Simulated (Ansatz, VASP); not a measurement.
**MgO: VASP beside Ansatz**

```
Mg O
1.0
     3.33754    0.00000    0.00000
    -1.66877    2.89039    0.00000
     0.00000    0.00000    4.85229
Mg O
2 2
Direct
  0.33333 0.66667 0.98154
  0.66667 0.33333 0.48154
  0.33333 0.66667 0.39346
  0.66667 0.33333 0.89346
```

Change from the starting cell: epitaxial_xy strain +1.5%.

Alike in both runs: task single point; functional HSE06; k mesh 6 × 6 × 4; no spin polarisation.

```csv
,VASP,Ansatz
version,VASP 6.6.1,Ansatz 0.2.0
potentials or method,"VASP PAW PBE potentials, release 64 (Mg, O)","plane waves, PAW"
plane-wave cutoff (eV),520,420
occupations,"gaussian, width 0.01 eV",fixed
valence electrons in the cell,16,32
```

```tsv
	VASP	Ansatz	Ansatz less VASP
gap on the k mesh at the Fermi level (eV)	4.95	4.98	+0.031
pressure (GPa)	-0.6	-0.5	+0.09
traceless stress, the component that is largest in VASP (GPa)	0.67	0.66	-0.014
rms of the force components (eV/Å)	0.006	0.007	+0.0015
```

Atom by atom the forces differ by 0.002 eV/Å (rms over components). VASP's potentials hold 16 valence electrons a cell and Ansatz's 32, so a difference there can come from the potentials and not from the codes. Ansatz's warnings: stress exchange threshold loose, stress scf threshold loose.
